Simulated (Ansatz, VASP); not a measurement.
# TaN: VASP beside Ansatz

```
CELL_PARAMETERS angstrom
2.81440 0.00000 0.00000
-1.40720 2.43734 0.00000
0.00000 0.00000 2.97840
ATOMIC_POSITIONS crystal
Ta 0.33333 0.66667 0.50000
N 0.00000 0.00000 0.00000
```

Alike in both runs: task single point; functional PBEsol; k mesh 18 × 18 × 16; occupations gaussian, width 0.15 eV; no spin polarisation.

|  | VASP | Ansatz |
| --- | --- | --- |
| version | VASP 6.6.1 | Ansatz 0.2.0 |
| potentials or method | VASP PAW PBE potentials, release 64 (Ta_pv, N), cutoff 520 eV | scalar-relativistic, plane waves, PAW |
| valence electrons in the cell | 16 | 18 |

Ansatz gave:

* gap on the k mesh at the Fermi level (eV): none
* pressure (GPa): 14.5
* traceless stress, the component that is largest in VASP (GPa): -33.44

Question: Which values does VASP return?

Answer: gap on the k mesh at the Fermi level (eV): none; pressure (GPa): 15.5; traceless stress, the component that is largest in VASP (GPa): -33.33.

VASP's potentials were made for PBE, not for PBEsol. A gap of «none» marks a metal or a gap that the smearing closes. VASP's potentials hold 16 valence electrons a cell and Ansatz's 18, so a difference there can come from the potentials and not from the codes.

Neither program's run includes spin-orbit coupling.
